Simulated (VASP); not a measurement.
Set up this calculation in VASP 6.6.1, as the native input.

```yaml
Task: single point
Functional: PBE
Dispersion: D3(BJ)
Potentials_or_basis: VASP PAW PBE potentials, release 64 (C)
Cutoff: 520 eV
k_mesh: 18 × 12 × 10
Occupations: gaussian, width 0.15 eV
Spin: no spin polarisation
Dipole_correction: no
Further_INCAR_settings: ALGO = Normal; EDIFF = 1e-06; NBANDS = 16
```

The structure of C lies in POSCAR:

```
C
1.0
   -2.4646600698      0.0000000000      0.0000000000
    0.0000000000      0.0000000000     -3.5719696368
    0.0000000000     -4.2689164642      0.0000000000
C
4
Direct
    0.5000000000      0.0000000000      0.1582336134
    0.0000000000      0.0000000000      0.6469895424
    0.0000000000      0.0000000000      0.3417663866
    0.5000000000      0.0000000000      0.8530104576
```

This cell differs from its parent crystal: atoms displaced along a vibrational mode.

The input as run:

INCAR

```
PREC = Accurate
ENCUT = 520
EDIFF = 1E-6
ISMEAR = 0
SIGMA = 0.15
LREAL = F
LASPH = T
NELM = 80
ALGO = Normal
ISIF = 2
LWAVE = F
LCHARG = F
GGA = PE
IVDW = 12
NBANDS = 16
```

KPOINTS

```
Automatic mesh
0
Gamma
  18 12 10
```

Potentials or basis: VASP PAW PBE potentials, release 64 (C).

Launch:

```console
$ cat potpaw_PBE.64/C/POTCAR > POTCAR
$ mpirun -np 1 vasp_std > vasp.out
```

Results of the run:

| Quantity | Value |
| --- | --- |
| Pressure | 7.8 GPa |
| Largest force | 9.034 eV/Å |
| Band gap on the k mesh | zero (bands 8 and 9 overlap by 0.62 eV) |
| Dispersion energy per atom | -0.145 eV |

Caveat: the cell differs from its parent crystal (atoms displaced along a vibrational mode); the cell stands under pressure; forces of over 1 eV/Å act on the atoms, so gaps and moduli don't describe the material at rest.

Run time: 69 s on 1 thread of Intel(R) Xeon(R) 6975P-C (Granite Rapids) (shared host), peak memory 0.29 GiB.
